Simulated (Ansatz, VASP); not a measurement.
Ge in VASP and in Ansatz

```
CELL_PARAMETERS angstrom
0.00000 2.82877 2.82877
2.82877 0.00000 2.82877
2.82877 2.82877 0.00000
ATOMIC_POSITIONS crystal
Ge 0.50000 0.50000 0.50000
Ge 0.75000 0.75000 0.75000
```

Alike in both runs: task single point; functional PBE; k mesh 10 × 10 × 10; occupations fermi-dirac, width 0.05 eV; no spin polarisation.

|  | VASP | Ansatz |
| --- | --- | --- |
| version | VASP 6.6.1 | Ansatz 0.2.0 |
| potentials or method | VASP PAW PBE potentials, release 64 (Ge_d), cutoff 520 eV | all-electron LAPW, scalar-relativistic |

|  | VASP | Ansatz | Ansatz less VASP |
| --- | --- | --- | --- |
| pressure (GPa) | 3.6 | 3.6 | +0.09 |

Ansatz ran all-electron here, and VASP with PAW potentials.
